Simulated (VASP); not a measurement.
# Si in VASP: a series of runs, part 2 of 2

VASP 6.6.1. The steps go on from the part before.

## (3) Single point, PBE

The input, INCAR:

```
ALGO = Normal
DIPOL = 0.5 0.5 0.500
EDIFF = 1E-6
ENCUT = 520
GGA = PE
IDIPOL = 3
ISIF = 2
ISMEAR = -1
LASPH = True
LCHARG = True
LDIPOL = True
LELF = True
LREAL = False
LVACPOTAV = True
LVHAR = True
LWAVE = False
NBANDS = 21
NELM = 60
PREC = Accurate
SIGMA = 0.02
```

The input, KPOINTS:

```
k-points
0
Gamma
  9 9 1
```

The input, POSCAR:

```
Si
1.0
    3.8685410222      0.0000000000      0.0000000000
   -1.9342705111      3.3502548008      0.0000000000
    0.0000000000      0.0000000000     19.9981000000
Si
6
Direct
    0.0000000000      0.0000000000      0.3250321125
    0.3333333333      0.6666666667      0.3591543230
    0.3333333333      0.6666666667      0.4808882943
    0.6666666667      0.3333333333      0.5191117094
    0.6666666667      0.3333333333      0.6408456837
    0.0000000000      0.0000000000      0.6749678875
```

Potentials or basis: VASP PAW PBE potentials, release 64 (Si).

Run with:

```
$ cat potpaw_PBE.64/Si/POTCAR > POTCAR
$ mpirun -np 1 vasp_std > vasp.out
```

OUTCAR:

```text
EDIFF = 1E-6
   ENCUT = 520
   GGA = PE
   ISIF = 2
   ISMEAR = -1
   LASPH = True
   LREAL = False
   NELM = 60
   PREC = Accurate

 ion  position               nearest neighbor table
   1  0.000  0.000  0.325-   2 2.34   2 2.34   2 2.34
   2  0.333  0.667  0.359-   1 2.34   1 2.34   1 2.34   3 2.43
   3  0.333  0.667  0.481-   4 2.36   4 2.36   4 2.36   2 2.43
   4  0.667  0.333  0.519-   3 2.36   3 2.36   3 2.36   5 2.43
   5  0.667  0.333  0.641-   6 2.34   6 2.34   6 2.34   4 2.43
   6  0.000  0.000  0.675-   5 2.34   5 2.34   5 2.34

  LATTYP: Found a hexagonal cell.
 ALAT       =     3.8685410222
 C/A-ratio  =     5.1694165540

  Lattice vectors:

 A1 = (   3.8685410222,   0.0000000000,   0.0000000000)
 A2 = (  -1.9342705111,   3.3502548008,   0.0000000000)
 A3 = (   0.0000000000,   0.0000000000,  19.9981000000)

Analysis of symmetry for initial positions (statically):
=====================================================================
 Subroutine PRICEL returns:
 Original cell was already a primitive cell.

 Routine SETGRP: Setting up the symmetry group for a
 hexagonal supercell.

 Subroutine GETGRP returns: Found 12 space group operations
 (whereof 12 operations were pure point group operations)
 out of a pool of 24 trial point group operations.

The static configuration has the point symmetry D_3d.

Analysis of symmetry for dynamics (positions and initial velocities):
=====================================================================
 Subroutine PRICEL returns:
 Original cell was already a primitive cell.

 Routine SETGRP: Setting up the symmetry group for a
 hexagonal supercell.

 Subroutine GETGRP returns: Found 12 space group operations
 (whereof 12 operations were pure point group operations)
 out of a pool of 24 trial point group operations.

The dynamic configuration has the point symmetry D_3d.

 Subroutine INISYM returns: Found 12 space group operations
 (whereof 12 operations are pure point group operations),
[... 115 lines left out ...]
   LORBIT       =      0    0 simple, 1 ext, 2 COOP (PROOUT), +10 PAW based schemes
   GGA     = PE    functional components
   LHFCALC =     F    Hartree Fock is set to
   AEXX    =    0.0000 exact exchange contribution
   IVDW    =     0    specifies the selected vdW correction
   LEPSILON=     F    determine dielectric tensor
   LRPA    =     F    only Hartree local field effects (RPA)
 non-spin polarized calculation
  energy-cutoff  :      520.00
  volume of cell :      259.19
 maximum number of plane-waves:      7029
 NGX is ok and might be reduce to    30
   NGX = 15   NGY = 15   NGZ = 75

 number of electron      24.0000002 magnetization

 dipolmoment           0.000000      0.000000     -0.000001 electrons x Angstroem

 Free energy of the ion-electron system (eV)
  ---------------------------------------------------
  ext. energy  EPLUGINS =         0.00000000
  ---------------------------------------------------
  free energy    TOTEN  =       -30.15786946 eV

  energy without entropy =      -30.15046027  energy(sigma->0) =      -30.15416486

 E-fermi :   0.1490     XC(G=0):  -5.1630

 val. band max:        0.0854295010   @ k =   0.2222   0.1111   0.0000
 cond. band min:       0.1493877454   @ k =   0.4444   0.1111   0.0000
 fundamental gap:      0.0639582444
 Fermi energy:         0.1489670115

 k-point     1 :       0.0000    0.0000    0.0000
  band No.  band energies     occupation
      1     -11.4544      2.00000
      2     -10.7627      2.00000
      3      -9.8735      2.00000
      4      -5.5951      2.00000
      5      -3.3921      2.00000
      6      -0.9912      2.00000
[... 277 lines left out ...]
     20       6.0328      0.00000
     21       6.0328      0.00000

------------------------ aborting loop because EDIFF is reached ----------------------------------------

  FORCE on cell =-STRESS in cart. coord.  units (eV):
  Direction    XX          YY          ZZ          XY          YZ          ZX
  --------------------------------------------------------------------------------------
  -------------------------------------------------------------------------------------
  Total       -0.2904557     -0.2904557     -0.0534984      0.0000000      0.0000000      0.0000000
  in kB       -1.7954639     -1.7954639     -0.3307029      0.0000000      0.0000000      0.0000000
  external PRESSURE =      -1.3072102 kB  Pullay stress =       0.0000000 kB

 VOLUME and BASIS-vectors are now :
 -----------------------------------------------------------------------------
  energy-cutoff  :      520.00
  volume of cell :      259.19
      direct lattice vectors                 reciprocal lattice vectors
     3.868541022  0.000000000  0.000000000     0.258495385  0.149242380  0.000000000
    -1.934270511  3.350254801  0.000000000     0.000000000  0.298484760  0.000000000
     0.000000000  0.000000000 19.998100000     0.000000000  0.000000000  0.050004750

 POSITION                                       TOTAL-FORCE (eV/Angst)
 -----------------------------------------------------------------------------------
      0.00000      0.00000      6.50002        -0.000000      0.000000      0.007247
     -0.00000      2.23350      7.18240        -0.000000      0.000000     -0.001745
     -0.00000      2.23350      9.61685         0.000000     -0.000000      0.000227
      1.93427      1.11675     10.38125        -0.000000      0.000000     -0.000227
      1.93427      1.11675     12.81570         0.000000      0.000000      0.001745
      0.00000      0.00000     13.49808         0.000000      0.000000     -0.007247
 -----------------------------------------------------------------------------------
    total drift:                                0.000000     -0.000000     -0.000044

  FREE ENERGIE OF THE ION-ELECTRON SYSTEM (eV)
  ---------------------------------------------------
  free  energy   TOTEN  =       -30.1578694621 eV

  energy  without entropy=      -30.1504602652  energy(sigma->0) =      -30.15416486

 vacuum level on the upper side and lower side of the slab         4.957         4.957
```

stdout:

```text
POSCAR found type information on POSCAR Si
 POSCAR found :  1 types and       6 ions
 scaLAPACK will be used
 LDA part: xc-table for (Slater+PW92), standard interpolation
 POSCAR, INCAR and KPOINTS ok, starting setup
 FFT: planning ... GRIDC
 FFT: planning ... GRID_SOFT
 FFT: planning ... GRID
 WAVECAR not read
 entering main loop
 -----------------------------------------------------------------------------
|                                                                             |
|           W    W    AA    RRRRR   N    N  II  N    N   GGGG   !!!           |
|           W    W   A  A   R    R  NN   N  II  NN   N  G    G  !!!           |
|           W    W  A    A  R    R  N N  N  II  N N  N  G       !!!           |
|           W WW W  AAAAAA  RRRRR   N  N N  II  N  N N  G  GGG   !            |
|           WW  WW  A    A  R   R   N   NN  II  N   NN  G    G                |
|           W    W  A    A  R    R  N    N  II  N    N   GGGG   !!!           |
|                                                                             |
|     Did not find any points to average over, which means that no vacuum     |
|     field-free region was found. Please increase the size of  your cell     |
|     in the dimension of the dipole correction to obtain accurate            |
|     workfunction values.                                                    |
|                                                                             |
 -----------------------------------------------------------------------------
```

It took 69 s on 1 thread of Intel Xeon 6975P-C (Granite Rapids), shared host; peak memory 0.36 GiB.

What came out:

| Property | Result |
| --- | --- |
| Free energy | -30.1579 eV |
| Largest force | 0.007 eV/Å |
| Band gap on the k mesh | zero (band 12 reaches 0.17 eV, above the bottom of band 13 at 0.15 eV) |

Forces on the atoms (eV/Å):
```
Si   0.000  0.000  0.007
Si   0.000  0.000 -0.002
Si   0.000  0.000  0.000
Si   0.000  0.000  0.000
Si   0.000  0.000  0.002
Si   0.000  0.000 -0.007
```

## (4) Single point, PBE

This run uses another cell than the first one, of 49.91 Å³/atom, 1.155 times its volume.

The input, INCAR:

```
PREC = Accurate
ENCUT = 520
EDIFF = 1E-6
ISMEAR = -1
SIGMA = 0.02
LREAL = F
LASPH = T
NELM = 60
ALGO = Normal
ISIF = 2
LWAVE = F
LCHARG = T
LDIPOL = T
IDIPOL = 3
DIPOL = 0.5 0.5 0.500
GGA = PE
LELF = T
LVHAR = T
LVACPOTAV = T
NBANDS = 21
```

The input, KPOINTS:

```
regular mesh
0
Gamma
  9 9 1
```

The input, POSCAR:

```
Si
1.0
    3.8685410222      0.0000000000      0.0000000000
   -1.9342705111      3.3502548008      0.0000000000
    0.0000000000      0.0000000000     23.1070000000
Si
6
Direct
    0.0000000000      0.0000000000      0.3462162188
    0.3333333340      0.6666666660      0.3803903918
    0.3333333340      0.6666666660      0.4829129127
    0.6666666670      0.3333333330      0.5170870865
    0.6666666670      0.3333333330      0.6196096073
    0.0000000000      0.0000000000      0.6537837812
```

Run with:

```
$ cat potpaw_PBE.64/Si/POTCAR > POTCAR
$ mpirun -np 1 vasp_std > vasp.out
```

Run time: 1.7 min. Hardware: 1 thread of Intel Xeon 6975P-C (Granite Rapids), shared host; peak memory 0.4 GiB.

It converged, with:

| Item | Value |
| --- | --- |
| Free energy | -30.0850 eV |
| Largest force | 0.789 eV/Å |
| Band gap on the k mesh | zero (band 12 reaches -0.60 eV, above the bottom of band 13 at -0.61 eV) |

Forces on the atoms (eV/Å):
```
Si   0.000  0.000  0.515
Si   0.000  0.000 -0.789
Si   0.000  0.000  0.394
Si   0.000  0.000 -0.394
Si   0.000  0.000  0.789
Si   0.000  0.000 -0.515
```

Levels at points of the mesh, in eV from the Fermi level:
| k point | band 10 | band 11 | band 12 | band 13 | band 14 | band 15 |
| --- | --- | --- | --- | --- | --- | --- |
| (0.00, 0.00, 0.00) | -0.44 | -0.05 | -0.05 | 0.87 | 1.71 | 2.56 |

## (5) Single point, PBE

This run uses another cell than the first one, of 49.91 Å³/atom, 1.155 times its volume.

The input, INCAR:

```
SYSTEM = Si
ALGO = Normal
DIPOL = 0.5 0.5 0.500
EDIFF = 1E-6
ENCUT = 520
GGA = PE
IDIPOL = 3
ISIF = 2
ISMEAR = -1
LASPH = .True.
LCHARG = .False.
LDIPOL = .True.
LREAL = .False.
LWAVE = .False.
NBANDS = 21
NELM = 60
PREC = Accurate
SIGMA = 0.02
```

The input, KPOINTS:

```
k-points
0
Gamma
  9 9 1
  0 0 0
```

The input, POSCAR:

```
Si
1.0
    3.8685410222      0.0000000000      0.0000000000
   -1.9342705111      3.3502548008      0.0000000000
    0.0000000000      0.0000000000     23.1070000000
Si
6
Direct
    0.0000000000      0.0000000000      0.3485729280
    0.3333333333      0.6666666667      0.3781042120
    0.3333333333      0.6666666667      0.4834596511
    0.6666666667      0.3333333333      0.5165403486
    0.6666666667      0.3333333333      0.6218957903
    0.0000000000      0.0000000000      0.6514270684
```

Potentials or basis: VASP PAW PBE potentials, release 64 (Si).

Run with:

```
$ cat potpaw_PBE.64/Si/POTCAR > POTCAR
$ mpirun -np 1 vasp_std > vasp.out
```

OUTCAR:

```text
SYSTEM = Si
   EDIFF = 1E-6
   ENCUT = 520
   GGA = PE
   ISIF = 2
   ISMEAR = -1
   LASPH = .True.
   LREAL = .False.
   NELM = 60
   PREC = Accurate

 ion  position               nearest neighbor table
   1  0.000  0.000  0.349-   2 2.34   2 2.34   2 2.34
   2  0.333  0.667  0.378-   1 2.34   1 2.34   1 2.34   3 2.43
   3  0.333  0.667  0.483-   4 2.36   4 2.36   4 2.36   2 2.43
   4  0.667  0.333  0.517-   3 2.36   3 2.36   3 2.36   5 2.43
   5  0.667  0.333  0.622-   6 2.34   6 2.34   6 2.34   4 2.43
   6  0.000  0.000  0.651-   5 2.34   5 2.34   5 2.34

  LATTYP: Found a hexagonal cell.
 ALAT       =     3.8685410222
 C/A-ratio  =     5.9730528557

  Lattice vectors:

 A1 = (   3.8685410222,   0.0000000000,   0.0000000000)
 A2 = (  -1.9342705111,   3.3502548008,   0.0000000000)
 A3 = (   0.0000000000,   0.0000000000,  23.1070000000)

Analysis of symmetry for initial positions (statically):
=====================================================================
 Subroutine PRICEL returns:
 Original cell was already a primitive cell.

 Routine SETGRP: Setting up the symmetry group for a
 hexagonal supercell.

 Subroutine GETGRP returns: Found 12 space group operations
 (whereof 12 operations were pure point group operations)
 out of a pool of 24 trial point group operations.

The static configuration has the point symmetry D_3d.

Analysis of symmetry for dynamics (positions and initial velocities):
=====================================================================
 Subroutine PRICEL returns:
 Original cell was already a primitive cell.

 Routine SETGRP: Setting up the symmetry group for a
 hexagonal supercell.

 Subroutine GETGRP returns: Found 12 space group operations
 (whereof 12 operations were pure point group operations)
 out of a pool of 24 trial point group operations.
[... 119 lines left out ...]
  Thomas-Fermi vector in A             =   1.791424
   LORBIT       =      0    0 simple, 1 ext, 2 COOP (PROOUT), +10 PAW based schemes
   GGA     = PE    functional components
   LHFCALC =     F    Hartree Fock is set to
   AEXX    =    0.0000 exact exchange contribution
   IVDW    =     0    specifies the selected vdW correction
   LEPSILON=     F    determine dielectric tensor
   LRPA    =     F    only Hartree local field effects (RPA)
 non-spin polarized calculation
  energy-cutoff  :      520.00
  volume of cell :      299.48
 maximum number of plane-waves:      8103
 NGX is ok and might be reduce to    30
   NGX = 15   NGY = 15   NGZ = 85

 number of electron      24.0000002 magnetization

 dipolmoment           0.000000      0.000000      0.000000 electrons x Angstroem

 Free energy of the ion-electron system (eV)
  ---------------------------------------------------
  ext. energy  EPLUGINS =         0.00000000
  ---------------------------------------------------
  free energy    TOTEN  =       -30.15769795 eV

  energy without entropy =      -30.15028904  energy(sigma->0) =      -30.15399349

 E-fermi :  -0.5182     XC(G=0):  -4.4790

 val. band max:       -0.5817069938   @ k =   0.2222   0.1111   0.0000
 cond. band min:      -0.5177424723   @ k =   0.4444   0.1111   0.0000
 fundamental gap:      0.0639645216
 Fermi energy:        -0.5181649750

 k-point     1 :       0.0000    0.0000    0.0000
  band No.  band energies     occupation
      1     -12.1215      2.00000
      2     -11.4298      2.00000
      3     -10.5406      2.00000
      4      -6.2622      2.00000
      5      -4.0593      2.00000
      6      -1.6584      2.00000
[... 277 lines left out ...]
     20       5.3658      0.00000
     21       5.3658      0.00000

------------------------ aborting loop because EDIFF is reached ----------------------------------------

 vacuum level on the upper side and lower side of the slab       (xc-potential included)        -0.103        -0.103

  FORCE on cell =-STRESS in cart. coord.  units (eV):
  Direction    XX          YY          ZZ          XY          YZ          ZX
  --------------------------------------------------------------------------------------
  -------------------------------------------------------------------------------------
  Total       -0.2905118     -0.2905118     -0.0535024      0.0000000      0.0000000      0.0000000
  in kB       -1.5541957     -1.5541957     -0.2862301      0.0000000      0.0000000      0.0000000
  external PRESSURE =      -1.1315405 kB  Pullay stress =       0.0000000 kB

 VOLUME and BASIS-vectors are now :
 -----------------------------------------------------------------------------
  energy-cutoff  :      520.00
  volume of cell :      299.48
      direct lattice vectors                 reciprocal lattice vectors
     3.868541022  0.000000000  0.000000000     0.258495385  0.149242380  0.000000000
    -1.934270511  3.350254801  0.000000000     0.000000000  0.298484760  0.000000000
     0.000000000  0.000000000 23.107000000     0.000000000  0.000000000  0.043276929

 POSITION                                       TOTAL-FORCE (eV/Angst)
 -----------------------------------------------------------------------------------
      0.00000      0.00000      8.05447         0.000000     -0.000000      0.007271
     -0.00000      2.23350      8.73685         0.000000      0.000000     -0.001618
     -0.00000      2.23350     11.17130        -0.000000      0.000000      0.000165
      1.93427      1.11675     11.93570         0.000000      0.000000     -0.000165
      1.93427      1.11675     14.37015         0.000000      0.000000      0.001618
      0.00000      0.00000     15.05253        -0.000000     -0.000000     -0.007271
 -----------------------------------------------------------------------------------
    total drift:                                0.000000     -0.000000      0.000010

  FREE ENERGIE OF THE ION-ELECTRON SYSTEM (eV)
  ---------------------------------------------------
  free  energy   TOTEN  =       -30.1576979485 eV

  energy  without entropy=      -30.1502890371  energy(sigma->0) =      -30.15399349

 vacuum level on the upper side and lower side of the slab         4.220         4.220
```

Wall time 100 s (1 thread of Intel Xeon 6975P-C (Granite Rapids), shared host); peak memory 0.4 GiB.

What came out:

```yaml
Free_energy: -30.1577 eV
Largest_force: 0.007 eV/Å
Band_gap_on_the_k_mesh: zero (band 12 reaches -0.50 eV, above the bottom of band 13 at -0.52 eV)
```

Forces on the atoms (eV/Å):
```
Si   0.000  0.000  0.007
Si   0.000  0.000 -0.002
Si   0.000  0.000  0.000
Si   0.000  0.000  0.000
Si   0.000  0.000  0.002
Si   0.000  0.000 -0.007
```
